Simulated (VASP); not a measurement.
## Ge: single point with PBE+D3(BJ)

Slab: Ge, a slab with vacuum.

```
CELL_PARAMETERS angstrom
3.77100 0.00000 0.00000
-1.88550 3.26578 0.00000
0.00000 0.00000 28.00000
ATOMIC_POSITIONS crystal
Ge 0.33333 0.66667 0.51048
Ge 0.66667 0.33333 0.48952
```

- Program: VASP 6.6.1
- Task: single point
- Functional: PBE
- Dispersion: D3(BJ)
- Potentials or basis: VASP PAW PBE potentials, release 64 (Ge_d)
- Cutoff: 520 eV
- k mesh: 12 × 12 × 1
- Occupations: gaussian, width 0.1 eV
- Spin: no spin polarisation
- Dipole correction: yes
- Further INCAR settings: ALGO = Normal; EDIFF = 1e-06; NBANDS = 21

The largest force is 0.899 eV/Å, the band gap on the k mesh is zero (filled and empty bands touch) and the dispersion energy per atom is -0.174 eV.

Forces on the atoms (eV/Å):
```
Ge   0.000  0.000  0.899
Ge   0.000  0.000 -0.899
```

Levels at points of the mesh, in eV from the Fermi level:
```csv
k point,band 12,band 13,band 14,band 15,band 16,band 17
"(0.00, 0.00, 0.00)",-3.75,-0.40,-0.40,1.86,2.31,4.09
"(0.50, 0.00, 0.00)",-7.99,-2.35,-1.25,0.72,1.87,5.75
```

Run time: 2.1 min on 1 thread of Intel(R) Xeon(R) 6975P-C (Granite Rapids), on a shared host, peak memory 0.44 GiB.
